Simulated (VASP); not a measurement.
# ScAl (Pm-3m) in VASP: notebook, part 3 of 4

VASP 6.6.1.

## (5) Single point, LDA (16.27 Å³/atom)

This run uses another cell than the first one, of 16.27 Å³/atom.

INCAR reads:

```
SYSTEM = ScAl
  PREC = Accurate
  ENCUT = 520
  EDIFF = 1E-6
  ISMEAR = -1
  SIGMA = 0.05
  LREAL = .False.
  LASPH = .True.
  NELM = 80
  ALGO = Normal
  ISIF = 2
  LWAVE = .False.
  LCHARG = .False.
  GGA = CA
  NBANDS = 14
```

KPOINTS reads:

```
Automatic mesh
0
Gamma
  11 11 11
  0 0 0
```

POSCAR reads:

```
ScAl
1.0
    3.1926245275      0.0000000000      0.0000000000
    0.0000000000      3.1926245275      0.0000000000
    0.0000000000      0.0000000000      3.1926245275
Sc Al
1 1
Direct
    0.5000000000      0.5000000000      0.5000000000
    0.0000000000      0.0000000000      0.0000000000
```

Potentials or basis: VASP PAW LDA potentials, release 64 (Sc_sv, Al).

Command:

```bash
$ cat potpaw_LDA.64/Sc_sv/POTCAR potpaw_LDA.64/Al/POTCAR > POTCAR
$ mpirun -np 1 vasp_std > vasp.out
```

OUTCAR:

```text
SYSTEM = ScAl
   PREC = Accurate
   ENCUT = 520
   EDIFF = 1E-6
   ISMEAR = -1
   LREAL = .False.
   LASPH = .True.
   NELM = 80
   ISIF = 2
   GGA = CA

 ion  position               nearest neighbor table
   1  0.500  0.500  0.500-   2 2.76   2 2.76   2 2.76   2 2.76   2 2.76   2 2.76   2 2.76   2 2.76

   2  0.000  0.000  0.000-   1 2.76   1 2.76   1 2.76   1 2.76   1 2.76   1 2.76   1 2.76   1 2.76

  LATTYP: Found a simple cubic cell.
 ALAT       =     3.1926245275

  Lattice vectors:

 A1 = (   3.1926245275,   0.0000000000,   0.0000000000)
 A2 = (   0.0000000000,   3.1926245275,   0.0000000000)
 A3 = (   0.0000000000,   0.0000000000,   3.1926245275)

Analysis of symmetry for initial positions (statically):
=====================================================================
 Subroutine PRICEL returns:
 Original cell was already a primitive cell.

 Routine SETGRP: Setting up the symmetry group for a
 simple cubic supercell.

 Subroutine GETGRP returns: Found 48 space group operations
 (whereof 48 operations were pure point group operations)
 out of a pool of 48 trial point group operations.

The static configuration has the point symmetry O_h .

Analysis of symmetry for dynamics (positions and initial velocities):
=====================================================================
 Subroutine PRICEL returns:
 Original cell was already a primitive cell.

 Routine SETGRP: Setting up the symmetry group for a
 simple cubic supercell.

 Subroutine GETGRP returns: Found 48 space group operations
 (whereof 48 operations were pure point group operations)
 out of a pool of 48 trial point group operations.

The dynamic configuration has the point symmetry O_h .

 Subroutine INISYM returns: Found 48 space group operations
 (whereof 48 operations are pure point group operations),
 and found     1 'primitive' translations

----------------------------------------------------------------------------------------

                                     Primitive cell

  volume of cell :      32.5419

  direct lattice vectors                    reciprocal lattice vectors
     3.192624528  0.000000000  0.000000000     0.313221925  0.000000000  0.000000000
     0.000000000  3.192624528  0.000000000     0.000000000  0.313221925  0.000000000
     0.000000000  0.000000000  3.192624528     0.000000000  0.000000000  0.313221925

  length of vectors
     3.192624528  3.192624528  3.192624528     0.313221925  0.313221925  0.313221925

  position of ions in fractional coordinates (direct lattice)
     0.500000000  0.500000000  0.500000000
     0.000000000  0.000000000  0.000000000

  ion indices of the primitive-cell ions
   primitive index   ion index
                 1           1
                 2           2

----------------------------------------------------------------------------------------

 KPOINTS: Automatic mesh

Automatic generation of k-mesh.
 Grid dimensions read from file:
 generate k-points for:   11   11   11

[... 24 lines left out ...]
  0.363636  0.000000  0.000000      6.000000
  0.454545  0.000000  0.000000      6.000000
[... 16 lines left out ...]
  0.181818  0.090909  0.090909     24.000000
  0.272727  0.090909  0.090909     24.000000
 [... further k-points ...]
   k-points           NKPTS =     56   k-points in BZ     NKDIM =     56   number of bands    NBANDS=     14
   number of dos      NEDOS =    301   number of ions     NIONS =      2
   total plane-waves  NPLWV =  13824
   dimension x,y,z NGX =    24 NGY =   24 NGZ =   24
   dimension x,y,z NGXF=    48 NGYF=   48 NGZF=   48
   ions per type =               1   1
   NGX,Y,Z   is equivalent  to a cutoff of  12.50, 12.50, 12.50 a.u.
   NGXF,Y,Z  is equivalent  to a cutoff of  24.99, 24.99, 24.99 a.u.
 SYSTEM =  ScAl
   PREC   = accura    normal or accurate (medium, high low for compatibility)
   ISTART =      0    job   : 0-new  1-cont  2-samecut
   ICHARG =      2    charge: 1-file 2-atom 10-const
   ISPIN  =      1    spin polarized calculation?
   LNONCOLLINEAR =      F non collinear calculations
   LSORBIT =      F    spin-orbit coupling
   LASPH  =      T    aspherical Exc in radial PAW
   ENCUT  =  520.0 eV  38.22 Ry    6.18 a.u.   5.94  5.94  5.94*2*pi/ulx,y,z
   NELM   =     80;   NELMIN=  2; NELMDL= -5     # of ELM steps
   EDIFF  = 0.1E-05   stopping-criterion for ELM
   LREAL  =      F    real-space projection
   EDIFFG = 0.1E-04   stopping-criterion for IOM
   NSW    =      0    number of steps for IOM
   IBRION =     -1    ionic relax: 0-MD 1-quasi-New 2-CG
   NFREE  =      0    steps in history (QN), initial steepest desc. (CG)
   ISIF   =      2    stress and relaxation
   ISYM   =      2    0-nonsym 1-usesym 2-fastsym
   POTIM  = 0.5000    time-step for ionic-motion
   TEBEG  =    0.0;   TEEND  =   0.0 temperature during run
   PSTRESS=    0.0 pullay stress
   NELECT =      14.0000    total number of electrons
   NUPDOWN=      -1.0000    fix difference up-down
   EMIN   =  10.00;   EMAX   =-10.00  energy-range for DOS
   EFERMI =   0.00;   METHOD = LEGACY
   ISMEAR =    -1;   SIGMA  =   0.05  broadening in eV -4-tet -1-fermi 0-gaus
   EFERMI_NEDOS =   21; number of points for ismear=-14 and -15
   IALGO  =     38    algorithm
   IMIX   =      4    mixing-type and parameters
     AMIX     =   0.40;   BMIX     =  1.00
     AMIX_MAG =   1.60;   BMIX_MAG =  1.00
  volume/ion in A,a.u.               =      16.27       109.80
  Fermi-wavevector in a.u.,A,eV,Ry     =   1.235861  2.335439 20.780895  1.527353
  Thomas-Fermi vector in A             =   2.370493
   LORBIT       =      0    0 simple, 1 ext, 2 COOP (PROOUT), +10 PAW based schemes
   GGA     = CA    functional components
   LHFCALC =     F    Hartree Fock is set to
   AEXX    =    0.0000 exact exchange contribution
   IVDW    =     0    specifies the selected vdW correction
   LEPSILON=     F    determine dielectric tensor
   LRPA    =     F    only Hartree local field effects (RPA)
 non-spin polarized calculation
  energy-cutoff  :      520.00
  volume of cell :       32.54
 maximum number of plane-waves:       895
 NGX is ok and might be reduce to    24
   NGX = 11   NGY = 11   NGZ = 11

 number of electron      14.0000008 magnetization

 Free energy of the ion-electron system (eV)
  ---------------------------------------------------
  ext. energy  EPLUGINS =         0.00000000
  ---------------------------------------------------
  free energy    TOTEN  =       -11.76704278 eV

  energy without entropy =      -11.76142579  energy(sigma->0) =      -11.76423429

 E-fermi :   7.1588     XC(G=0): -11.2136

 val. band max:        7.0794782622   @ k =   0.3636   0.0000   0.0000
 cond. band min:       7.1914916174   @ k =   0.4545   0.4545   0.1818
 fundamental gap:      0.1120133552
 Fermi energy:         7.1587895202

 k-point     1 :       0.0000    0.0000    0.0000
  band No.  band energies     occupation
      1     -41.2280      2.00000
      2     -20.1423      2.00000
      3     -20.1423      2.00000
      4     -20.1423      2.00000
      5      -1.8438      2.00000
      6       6.1859      2.00000
      7       6.1859      2.00000
      8      10.3165      0.00000
      9      10.3165      0.00000
     10      10.3165      0.00000
     11      11.6820      0.00000
     12      11.6820      0.00000
     13      11.6820      0.00000
     14      16.7933      0.00000
[... 377 lines left out ...]
      1     -41.2045      2.00000
      2     -20.3291      2.00000
      3     -20.1500      2.00000
      4     -20.1466      2.00000
      5      -0.4199      2.00000
      6       5.0370      2.00000
      7       6.6448      1.99993
      8       8.4306      0.00000
      9       8.4856      0.00000
     10       9.9977      0.00000
     11      11.2505      0.00000
     12      13.7381      0.00000
     13      13.7421      0.00000
     14      15.8051      0.00000

 [... further k-points ...]

------------------------ aborting loop because EDIFF is reached ----------------------------------------

  FORCE on cell =-STRESS in cart. coord.  units (eV):
  Direction    XX          YY          ZZ          XY          YZ          ZX
  --------------------------------------------------------------------------------------
  -------------------------------------------------------------------------------------
  Total        2.3686033      2.3686033      2.3686033     -0.0000000     -0.0000000      0.0000000
  in kB      116.6163322    116.6163322    116.6163322     -0.0000000     -0.0000000      0.0000000
  external PRESSURE =     116.6163322 kB  Pullay stress =       0.0000000 kB

 VOLUME and BASIS-vectors are now :
 -----------------------------------------------------------------------------
  energy-cutoff  :      520.00
  volume of cell :       32.54
      direct lattice vectors                 reciprocal lattice vectors
     3.192624528  0.000000000  0.000000000     0.313221925  0.000000000  0.000000000
     0.000000000  3.192624528  0.000000000     0.000000000  0.313221925  0.000000000
     0.000000000  0.000000000  3.192624528     0.000000000  0.000000000  0.313221925

 POSITION                                       TOTAL-FORCE (eV/Angst)
 -----------------------------------------------------------------------------------
      1.59631      1.59631      1.59631         0.000000      0.000000      0.000000
      0.00000      0.00000      0.00000         0.000000      0.000000      0.000000
 -----------------------------------------------------------------------------------
    total drift:                                0.000000     -0.000000     -0.000000

  FREE ENERGIE OF THE ION-ELECTRON SYSTEM (eV)
  ---------------------------------------------------
  free  energy   TOTEN  =       -11.7670427803 eV

  energy  without entropy=      -11.7614257922  energy(sigma->0) =      -11.76423429
```

stdout:

```text
POSCAR found type information on POSCAR ScAl
 POSCAR found :  2 types and       2 ions
 scaLAPACK will be used
 LDA part: xc-table for (Slater(with rela. corr.)+CA(PZ))
 , standard interpolation
 POSCAR, INCAR and KPOINTS ok, starting setup
 FFT: planning ... GRIDC
 FFT: planning ... GRID_SOFT
 FFT: planning ... GRID
 WAVECAR not read
 entering main loop
```

Wall time 26 s (1 thread of Intel Xeon 8259CL, shared host); peak memory 0.14 GiB.

Results:

```
Free energy            : -11.7670 eV
Pressure               : 11.7 GPa
Band gap on the k mesh : zero (bands 7 and 8 overlap by 0.70 eV)
```

Caveat: the cell stands under pressure.

(Part 3 of 4 ends here.)
